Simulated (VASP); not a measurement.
A run of VASP 6.6.1 is set up as follows.

INCAR

```
SYSTEM = MoS2
ALGO     = Normal         ! electronic algorithm
EDIFF    = 1E-6           ! SCF threshold, eV
ENCUT    = 520            ! plane-wave cutoff, eV
GGA      = CA             ! functional
ISIF     = 2              ! what is computed and relaxed
ISMEAR   = -1             ! smearing method
LASPH    = .True.         ! aspherical terms in the spheres
LCHARG   = .False.        ! write CHGCAR
LREAL    = .False.        ! projectors in reciprocal space
LWAVE    = .False.        ! write WAVECAR
NBANDS   = 64             ! bands
NELM     = 100            ! most SCF steps
PREC     = Accurate       ! precision mode
SIGMA    = 0.05           ! smearing width, eV
```

File KPOINTS:

```
k-points
0
Gamma
  7 7 1
  0 0 0
```

File POSCAR:

```
MoS2
1.0
    2.9506744643      0.0000000000      0.0000000000
   -1.4753372322      2.5553590444      0.0000000000
    0.0000000000      0.0000000000     21.3557407273
Mo S
4 8
Direct
    0.3333333333      0.6666666667      0.1249970877
    0.3333333333      0.6666666667      0.6250017045
    0.6666666667      0.3333333333      0.3749982955
    0.6666666667      0.3333333333      0.8750029123
    0.6666666667      0.3333333333      0.0513803808
    0.6666666667      0.3333333333      0.5513826852
    0.3333333333      0.6666666667      0.3013797095
    0.3333333333      0.6666666667      0.8013861834
    0.6666666667      0.3333333333      0.1986138166
    0.6666666667      0.3333333333      0.6986202905
    0.3333333333      0.6666666667      0.4486173148
    0.3333333333      0.6666666667      0.9486196192
```

Potentials or basis: VASP PAW LDA potentials, release 64 (Mo_sv, S).

Command:

```console
$ cat potpaw_LDA.64/Mo_sv/POTCAR potpaw_LDA.64/S/POTCAR > POTCAR
$ mpirun -np 1 vasp_std > vasp.out
```

Estimate the largest force.

0.029 eV/Å.

Predict the band gap on the k mesh.

zero (bands 52 and 53 overlap by 0.20 eV).

Predict the pressure.

30.3 GPa.

Forces on the atoms (eV/Å):
```
Mo   0.000  0.000  0.000
Mo   0.000  0.000  0.000
Mo   0.000  0.000  0.029
Mo   0.000  0.000 -0.029
S    0.000  0.000 -0.005
S    0.000  0.000  0.006
S    0.000  0.000  0.011
S    0.000  0.000 -0.010
S    0.000  0.000  0.005
S    0.000  0.000 -0.006
S    0.000  0.000  0.010
S    0.000  0.000 -0.011
```

Caveat: the cell stands under pressure.
